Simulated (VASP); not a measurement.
Write the native input for VASP 6.6.1 that does the following.

```yaml
Task: single point
Functional: PBEsol
Potentials_or_basis: VASP PAW PBE potentials, release 64 (Si, C)
Cutoff: 520 eV
k_mesh: 12 × 12 × 12
Occupations: gaussian, width 0.05 eV
Spin: no spin polarisation
Dipole_correction: no
Further_INCAR_settings: ALGO = Normal; EDIFF = 1e-07; NBANDS = 11
```

The structure of SiC lies in POSCAR:

```
SiC
1.0
    0.0000000000      2.1393792757      2.1393792757
    2.1393792757      0.0000000000      2.1393792757
    2.0833275386      2.0833275386      0.0560517370
Si C
1 1
Direct
    0.0000000000      0.0000000000      0.0000000000
    0.7500000000      0.7500000000      0.7500000000
```

The input as run:

INCAR

```
PREC = Accurate ; ENCUT = 520
EDIFF = 1E-7 ; ISMEAR = 0
SIGMA = 0.05 ; LREAL = False
LASPH = True ; NELM = 60
ALGO = Normal ; ISIF = 2
LWAVE = False ; LCHARG = False
GGA = PS ; NBANDS = 11
```

KPOINTS

```
regular mesh
0
Gamma
  12 12 12
```

Potentials or basis: VASP PAW PBE potentials, release 64 (Si, C).

Launch:

```console
$ cat potpaw_PBE.64/Si/POTCAR potpaw_PBE.64/C/POTCAR > POTCAR
$ mpirun -np 1 vasp_std > vasp.out
```

It gave:

```yaml
Pressure: 26.1 GPa
Largest_force: 0.758 eV/Å
Band_gap_on_the_k_mesh: 0.94 eV, indirect (least direct gap 4.26 eV)
```

Caveat: the PAW data sets were made with another functional, which shifts forces and pressure a little.

It took 12 s on 1 thread of Intel Xeon 6975P-C, on a shared host, peak memory 0.16 GiB.
